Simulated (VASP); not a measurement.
Wanted: the native input for a VASP 6.6.1 run.

```yaml
Task: single point
Functional: PBE
Potentials_or_basis: VASP PAW PBE potentials, release 64 (V_sv)
Cutoff: 520 eV
k_mesh: 11 × 11 × 11
Occupations: fermi-dirac, width 0.05 eV
Spin: collinear spin, ferromagnetic start
Starting_moments: "[1.0] μB"
Dipole_correction: no
Further_INCAR_settings: ALGO = Normal; EDIFF = 1e-06; NBANDS = 16
```

The structure of V lies in POSCAR:

```
V
1.0
   -1.5268658568      1.5268658568      1.5268658568
    1.5268658568     -1.5268658568      1.5268658568
    1.5268658568      1.5268658568     -1.5268658568
V
1
Direct
    0.0000000000      0.0000000000      0.0000000000
```

These files were run (other wordings do the same):

INCAR

```
SYSTEM = V
PREC = Accurate
ENCUT = 520
EDIFF = 1E-6
ISMEAR = -1
SIGMA = 0.05
LREAL = .FALSE.
LASPH = .TRUE.
NELM = 150
ALGO = Normal
ISIF = 2
LWAVE = .FALSE.
LCHARG = .FALSE.
ISPIN = 2
MAGMOM = 1
LORBIT = 11
LMAXMIX = 4
GGA = PE
NBANDS = 16
```

KPOINTS

```
Automatic mesh
0
G
  11 11 11
  0 0 0
```

Potentials or basis: VASP PAW PBE potentials, release 64 (V_sv).

Run with:

```bash
$ cat potpaw_PBE.64/V_sv/POTCAR > POTCAR
$ mpirun -np 1 vasp_std > vasp.out
```

Results of the run:

| Item | Value |
| --- | --- |
| Pressure | -8.9 GPa |
| Net moment | 0.00 μB per cell |
| Valence electrons inside the program's atomic spheres | V 11.56 |

Caveat: the cell stands under tension.

Wall time 37 s on 1 thread of Intel Xeon 8259CL, on a shared host, peak memory 0.14 GiB.
